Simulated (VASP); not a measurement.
Write the native input for VASP 6.6.1 that does the following.

```
Task                   : single point
Functional             : LDA
Potentials or basis    : VASP PAW LDA potentials, release 64 (H, C, Si)
Cutoff                 : 520 eV
k mesh                 : 3 × 3 × 1
Occupations            : gaussian, width 0.05 eV
Spin                   : collinear spin
Starting moments       : [0.0, 0.0, 0.0, 0.0, 0.0, 0.0, 0.0, 0.0, 0.0, 0.0, 0.0, 0.0, 0.0, 0.0, 0.0, 0.0, -0.21, 0.0, 0.0, 0.0, 0.08] μB
Dipole correction      : no
Further INCAR settings : LREAL = Auto; ALGO = Normal; EDIFF = 1e-06; NBANDS = 56
```

The structure of SiH4C16 lies in POSCAR:

```
SiH4C16
1.0
    5.0487420000      0.0000000000      0.0000000000
    2.5243710000      4.3723390000      0.0000000000
    0.0000000000      0.0000000000     15.6764260000
H C Si
4 16 1
Direct
    0.1666667848      0.1666666285      0.0637901139
    0.6666667848      0.1666666285      0.0637901139
    0.1666666285      0.6666667429      0.0637901139
    0.6666666285      0.6666667429      0.0637901139
    0.1666667848      0.1666666285      0.1339591052
    0.6666667848      0.1666666285      0.1339591052
    0.1666666285      0.6666667429      0.1339591052
    0.6666666285      0.6666667429      0.1339591052
   -0.1666666285      0.3333332571      0.1668292250
    0.3333333715      0.3333332571      0.1668292250
   -0.1666667848      0.8333333715      0.1668292250
    0.3333332152      0.8333333715      0.1668292250
   -0.1623472152      0.3276765594      0.2682641439
    0.3311508344      0.3307536310      0.2618207109
   -0.1621605505      0.8270285081      0.2682835998
    0.3330076703      0.8296760613      0.2710558516
   -0.0015091247     -0.0030331591      0.2934585345
    0.5040043872     -0.0036461034      0.2953314742
    0.0080538985      0.4920112553      0.2927388551
    0.5039717528      0.4918507005      0.2955307543
    0.4971755401      0.2465600220      0.3880388298
```

The input as run:

INCAR

```
SYSTEM = SiH4C16
ALGO = Normal
EDIFF = 1E-6
ENCUT = 520
GGA = CA
ISIF = 2
ISMEAR = 0
ISPIN = 2
LASPH = .True.
LCHARG = .True.
LELF = .True.
LORBIT = 11
LREAL = Auto
LVHAR = .True.
LWAVE = .False.
MAGMOM = 0 0 0 0 0 0 0 0 0 0 0 0 0 0 0 0 -0.21 0 0 0 0.08
NBANDS = 56
NELM = 150
PREC = Accurate
SIGMA = 0.05
```

KPOINTS

```
k-points
0
Gamma
  3 3 1
  0 0 0
```

Potentials or basis: VASP PAW LDA potentials, release 64 (H, C, Si).

The run is started by

```bash
$ cat potpaw_LDA.64/H/POTCAR potpaw_LDA.64/C/POTCAR potpaw_LDA.64/Si/POTCAR > POTCAR
$ mpirun -np 1 vasp_std > vasp.out
```

It gave:

* Largest force: 2.700 eV/Å
* Band gap on the k mesh: 0.55 eV (least direct gap 0.56 eV)
* Net moment: 0.00 μB per cell
* Valence electrons inside the program's atomic spheres: H 0.68; C 2.59, 2.53, 2.58, 2.52, 2.57, 2.62, 2.56, 2.51 (each value once); Si 1.59

Caveat: the k points lie up to 0.48 Å⁻¹ apart; there is no dipole correction, which matters where the two faces differ.

Wall time 14 min on 1 thread of Intel Xeon 8259CL, on a shared host, peak memory 0.42 GiB.
